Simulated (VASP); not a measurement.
# Si in VASP: single point with PBE+D3(BJ)

Aim: the single point of Si with PBE+D3(BJ).

All numbers are computed with VASP 6.6.1; they aren't measurements. Logs are shortened: lines on timing, memory, paths and dates and some standing lists are left out, and cuts for length are marked.

## (1) The cell of the first run

The cell holds a slab with vacuum, 4 atoms: a = 3.848 Å, b = 3.848 Å, c = 18.442 Å, α = 90.00°, β = 90.00°, γ = 120.00°.

## (2) Single point, PBE+D3(BJ)

The input, INCAR:

```
SYSTEM = Si
PREC     = Accurate       ! precision mode
ENCUT    = 520            ! plane-wave cutoff, eV
EDIFF    = 1E-6           ! SCF threshold, eV
ISMEAR   = 0              ! smearing method
SIGMA    = 0.1            ! smearing width, eV
LREAL    = .False.        ! projectors in reciprocal space
LASPH    = .True.         ! aspherical terms in the spheres
NELM     = 60             ! most SCF steps
ALGO     = Normal         ! electronic algorithm
ISIF     = 2              ! what is computed and relaxed
LWAVE    = .False.        ! write WAVECAR
LCHARG   = .False.        ! write CHGCAR
LDIPOL   = .True.       
IDIPOL   = 3            
DIPOL    = 0.5 0.5 0.378
GGA      = PE             ! functional
IVDW     = 12             ! dispersion correction
NBANDS   = 16             ! bands
```

The input, KPOINTS:

```
regular mesh
0
Gamma
  9 9 1
  0 0 0
```

The input, POSCAR:

```
Si
1.0
    3.8475254748      0.0000000000      0.0000000000
   -1.9237627374      3.3320548028      0.0000000000
    0.0000000000      0.0000000000     18.4415958287
Si
4
Direct
    0.3333333333      0.6666666667      0.2695427207
    0.6666666667      0.3333333333      0.2440135898
    0.6666666667      0.3333333333      0.5119728204
    0.3333333333      0.6666666667      0.4864436895
```

Potentials or basis: VASP PAW PBE potentials, release 64 (Si).

Command:

```sh
$ cat potpaw_PBE.64/Si/POTCAR > POTCAR
$ mpirun -np 1 vasp_std > vasp.out
```

OUTCAR:

```text
SYSTEM = Si
   PREC = Accurate
   ENCUT = 520
   EDIFF = 1E-6
   ISMEAR = 0
   LREAL = .False.
   LASPH = .True.
   NELM = 60
   ISIF = 2
   GGA = PE
   IVDW = 12
 IVDW          = 12

 ion  position               nearest neighbor table
   1  0.333  0.667  0.270-   2 2.27   2 2.27   2 2.27
   2  0.667  0.333  0.244-   1 2.27   1 2.27   1 2.27
   3  0.667  0.333  0.512-   4 2.27   4 2.27   4 2.27
   4  0.333  0.667  0.486-   3 2.27   3 2.27   3 2.27

  LATTYP: Found a hexagonal cell.
 ALAT       =     3.8475254748
 C/A-ratio  =     4.7931055816

  Lattice vectors:

 A1 = (   3.8475254748,   0.0000000000,   0.0000000000)
 A2 = (  -1.9237627374,   3.3320548028,   0.0000000000)
 A3 = (   0.0000000000,   0.0000000000,  18.4415958287)

Analysis of symmetry for initial positions (statically):
=====================================================================
 Subroutine PRICEL returns:
 Original cell was already a primitive cell.

 Routine SETGRP: Setting up the symmetry group for a
 hexagonal supercell.

 Subroutine GETGRP returns: Found 12 space group operations
 (whereof  6 operations were pure point group operations)
 out of a pool of 24 trial point group operations.

The static configuration has the point symmetry C_3v.
 The point group associated with its full space group is D_3h.

Analysis of symmetry for dynamics (positions and initial velocities):
=====================================================================
 Subroutine PRICEL returns:
 Original cell was already a primitive cell.

 Routine SETGRP: Setting up the symmetry group for a
 hexagonal supercell.

 Subroutine GETGRP returns: Found 12 space group operations
 (whereof  6 operations were pure point group operations)
 out of a pool of 24 trial point group operations.

The dynamic configuration has the point symmetry C_3v.
 The point group associated with its full space group is D_3h.

 Subroutine INISYM returns: Found 12 space group operations
 (whereof  6 operations are pure point group operations),
 and found     1 'primitive' translations

----------------------------------------------------------------------------------------

                                     Primitive cell

  volume of cell :     236.4243

  direct lattice vectors                    reciprocal lattice vectors
     3.847525475  0.000000000  0.000000000     0.259907311  0.150057556  0.000000000
    -1.923762737  3.332054803  0.000000000     0.000000000  0.300115112  0.000000000
     0.000000000  0.000000000 18.441595829     0.000000000  0.000000000  0.054225242

  length of vectors
     3.847525475  3.847525475 18.441595829     0.300115112  0.300115112  0.054225242

  position of ions in fractional coordinates (direct lattice)
     0.333333333  0.666666667  0.269542721
     0.666666667  0.333333333  0.244013590
     0.666666667  0.333333333  0.511972820
     0.333333333  0.666666667  0.486443689

  ion indices of the primitive-cell ions
   primitive index   ion index
                 1           1
                 2           2
                 3           3
                 4           4

----------------------------------------------------------------------------------------

 KPOINTS: regular mesh

Automatic generation of k-mesh.
 Grid dimensions read from file:
 generate k-points for:    9    9    1

 Generating k-lattice:

  Cartesian coordinates                     Fractional coordinates (reciprocal lattice)
     0.028878590  0.016673062  0.000000000     0.111111111  0.000000000  0.000000000
     0.000000000  0.033346124  0.000000000     0.000000000  0.111111111  0.000000000
     0.000000000  0.000000000  0.054225242     0.000000000  0.000000000  1.000000000

  Length of vectors
     0.033346124  0.033346124  0.054225242

  Shift w.r.t. Gamma in fractional coordinates (k-lattice)
     0.000000000  0.000000000  0.000000000

 Subroutine IBZKPT returns following result:
 ===========================================

 Found     12 irreducible k-points:

 Following reciprocal coordinates:
            Coordinates               Weight
  0.000000  0.000000  0.000000      1.000000
  0.111111  0.000000  0.000000      6.000000
  0.222222  0.000000  0.000000      6.000000
  0.333333  0.000000  0.000000      6.000000
  0.444444  0.000000  0.000000      6.000000
  0.111111  0.111111  0.000000      6.000000
  0.222222  0.111111  0.000000     12.000000
  0.333333  0.111111  0.000000     12.000000
  0.444444  0.111111  0.000000      6.000000
  0.222222  0.222222  0.000000      6.000000
  0.333333  0.222222  0.000000     12.000000
  0.333333  0.333333  0.000000      2.000000
   k-points           NKPTS =     12   k-points in BZ     NKDIM =     12   number of bands    NBANDS=     16
   number of dos      NEDOS =    301   number of ions     NIONS =      4
   total plane-waves  NPLWV = 126000
   dimension x,y,z NGX =    30 NGY =   30 NGZ =  140
   dimension x,y,z NGXF=    60 NGYF=   60 NGZF=  280
   ions per type =               4
   NGX,Y,Z   is equivalent  to a cutoff of  12.96, 12.96, 12.62 a.u.
   NGXF,Y,Z  is equivalent  to a cutoff of  25.93, 25.93, 25.24 a.u.
 SYSTEM =  Si
   PREC   = accura    normal or accurate (medium, high low for compatibility)
   ISTART =      0    job   : 0-new  1-cont  2-samecut
   ICHARG =      2    charge: 1-file 2-atom 10-const
   ISPIN  =      1    spin polarized calculation?
   LNONCOLLINEAR =      F non collinear calculations
   LSORBIT =      F    spin-orbit coupling
   LASPH  =      T    aspherical Exc in radial PAW
   ENCUT  =  520.0 eV  38.22 Ry    6.18 a.u.   7.15  7.15 34.29*2*pi/ulx,y,z
   NELM   =     60;   NELMIN=  2; NELMDL= -5     # of ELM steps
   EDIFF  = 0.1E-05   stopping-criterion for ELM
   LREAL  =      F    real-space projection
   EDIFFG = 0.1E-04   stopping-criterion for IOM
   NSW    =      0    number of steps for IOM
   IBRION =     -1    ionic relax: 0-MD 1-quasi-New 2-CG
   NFREE  =      0    steps in history (QN), initial steepest desc. (CG)
   ISIF   =      2    stress and relaxation
   ISYM   =      2    0-nonsym 1-usesym 2-fastsym
   POTIM  = 0.5000    time-step for ionic-motion
   TEBEG  =    0.0;   TEEND  =   0.0 temperature during run
   PSTRESS=    0.0 pullay stress
   NELECT =      16.0000    total number of electrons
   NUPDOWN=      -1.0000    fix difference up-down
   EMIN   =  10.00;   EMAX   =-10.00  energy-range for DOS
   EFERMI =   0.00;   METHOD = LEGACY
   ISMEAR =     0;   SIGMA  =   0.10  broadening in eV -4-tet -1-fermi 0-gaus
   EFERMI_NEDOS =   21; number of points for ismear=-14 and -15
   IALGO  =     38    algorithm
   IMIX   =      4    mixing-type and parameters
     AMIX     =   0.40;   BMIX     =  1.00
     AMIX_MAG =   1.60;   BMIX_MAG =  1.00
  volume/ion in A,a.u.               =      59.11       398.87
  Fermi-wavevector in a.u.,A,eV,Ry     =   0.667141  1.260713  6.055637  0.445077
  Thomas-Fermi vector in A             =   1.741657
   LORBIT       =      0    0 simple, 1 ext, 2 COOP (PROOUT), +10 PAW based schemes
   GGA     = PE    functional components
   LHFCALC =     F    Hartree Fock is set to
   AEXX    =    0.0000 exact exchange contribution
   IVDW    =    12    specifies the selected vdW correction
   LEPSILON=     F    determine dielectric tensor
   LRPA    =     F    only Hartree local field effects (RPA)
 non-spin polarized calculation
 Gauss-broadening in eV      SIGMA  =   0.10
  energy-cutoff  :      520.00
  volume of cell :      236.42
 maximum number of plane-waves:      6399
 NGX is ok and might be reduce to    30
   NGX = 15   NGY = 15   NGZ = 69

 dipolmoment           0.000000      0.000000      0.000462 electrons x Angstroem

 number of electron      16.0000002 magnetization

 dipolmoment           0.000000      0.000000     -0.000002 electrons x Angstroem

 Free energy of the ion-electron system (eV)
  ---------------------------------------------------
  ext. energy  EPLUGINS =         0.00000000
  ---------------------------------------------------
  free energy    TOTEN  =       -19.15754157 eV

  energy without entropy =      -19.15748061  energy(sigma->0) =      -19.15751109

 E-fermi :  -1.0164     XC(G=0):  -4.2245

 val. band max:       -1.2134322583   @ k =   0.3333   0.3333   0.0000
 cond. band min:      -0.7953984836   @ k =   0.3333   0.3333   0.0000
 fundamental gap:      0.4180337747
 Fermi energy:        -1.0163534156

 k-point     1 :       0.0000    0.0000    0.0000
  band No.  band energies     occupation
      1     -12.1598      2.00000
      2     -12.0642      2.00000
      3      -4.6369      2.00000
      4      -3.7868      2.00000
      5      -2.2173      2.00000
      6      -2.2173      2.00000
[... 8 lines left out ...]
     15       2.0766      0.00000
     16       2.5657      0.00000

 k-point     2 :       0.1111    0.0000    0.0000
  band No.  band energies     occupation
      1     -12.0142      2.00000
      2     -11.9189      2.00000
      3      -4.5322      2.00000
      4      -3.7348      2.00000
      5      -3.1965      2.00000
      6      -3.0868      2.00000
[... 8 lines left out ...]
     15       2.6017      0.00000
     16       2.6697      0.00000

 k-point     3 :       0.2222    0.0000    0.0000
  band No.  band energies     occupation
      1     -11.5834      2.00000
      2     -11.4888      2.00000
      3      -5.0962      2.00000
      4      -4.9642      2.00000
      5      -3.9329      2.00000
      6      -3.1566      2.00000
[... 8 lines left out ...]
     15       3.8873      0.00000
     16       3.9017      0.00000
[... 134 lines left out ...]
 k-point    11 :       0.3333    0.2222    0.0000
  band No.  band energies     occupation
      1      -9.6661      2.00000
      2      -9.5752      2.00000
      3      -8.1165      2.00000
      4      -8.0257      2.00000
      5      -5.1015      2.00000
      6      -5.0189      2.00000
[... 8 lines left out ...]
     15       4.5991      0.00000
     16       5.0783      0.00000

 k-point    12 :       0.3333    0.3333    0.0000
  band No.  band energies     occupation
      1      -8.8840      2.00000
      2      -8.8432      2.00000
      3      -8.7856      2.00000
      4      -8.7618      2.00000
      5      -5.5154      2.00000
      6      -5.4285      2.00000
[... 8 lines left out ...]
     15       4.9540      0.00000
     16       5.0452      0.00000

------------------------ aborting loop because EDIFF is reached ----------------------------------------

 vacuum level on the upper side and lower side of the slab       (xc-potential included)        -0.119        -0.135

 Edisp (eV)   -0.96160

 E8    (eV) :    -0.4077

  FORCE on cell =-STRESS in cart. coord.  units (eV):
  Direction    XX          YY          ZZ          XY          YZ          ZX
  --------------------------------------------------------------------------------------
  -------------------------------------------------------------------------------------
  Total      -0.17187    -0.17187    -0.61051     0.00000    -0.00000     0.00000
  in kB      -1.16468    -1.16468    -4.13723     0.00000    -0.00000     0.00000
  external pressure =       -2.16 kB  Pullay stress =        0.00 kB

 VOLUME and BASIS-vectors are now :
 -----------------------------------------------------------------------------
  energy-cutoff  :      520.00
  volume of cell :      236.42
      direct lattice vectors                 reciprocal lattice vectors
     3.847525475  0.000000000  0.000000000     0.259907311  0.150057556  0.000000000
    -1.923762737  3.332054803  0.000000000     0.000000000  0.300115112  0.000000000
     0.000000000  0.000000000 18.441595829     0.000000000  0.000000000  0.054225242

 POSITION                                       TOTAL-FORCE (eV/Angst)
 -----------------------------------------------------------------------------------
     -0.00000      2.22137      4.97080        -0.000000      0.000000      0.152096
      1.92376      1.11068      4.50000         0.000000     -0.000000     -0.004389
      1.92376      1.11068      9.44160         0.000000     -0.000000      0.004389
     -0.00000      2.22137      8.97080        -0.000000      0.000000     -0.152096
 -----------------------------------------------------------------------------------
    total drift:                                0.000000      0.000000     -0.000018

  FREE ENERGIE OF THE ION-ELECTRON SYSTEM (eV)
  ---------------------------------------------------
  free  energy   TOTEN  =       -20.1191397466 eV

  energy  without entropy=      -20.1190787862  energy(sigma->0) =      -20.11910927

 vacuum level on the upper side and lower side of the slab         3.535         3.538
```

Run time: 39 s. Hardware: 1 thread of Intel Xeon 6975P-C (Granite Rapids), shared host; peak memory 0.35 GiB.

Results:

```yaml
Free_energy: -20.1191 eV
Largest_force: 0.152 eV/Å
Band_gap_on_the_k_mesh: 0.42 eV, direct
Dispersion_energy_per_atom: -0.240 eV
```

Forces on the atoms (eV/Å):
```
Si   0.000  0.000  0.152
Si   0.000  0.000 -0.004
Si   0.000  0.000  0.004
Si   0.000  0.000 -0.152
```
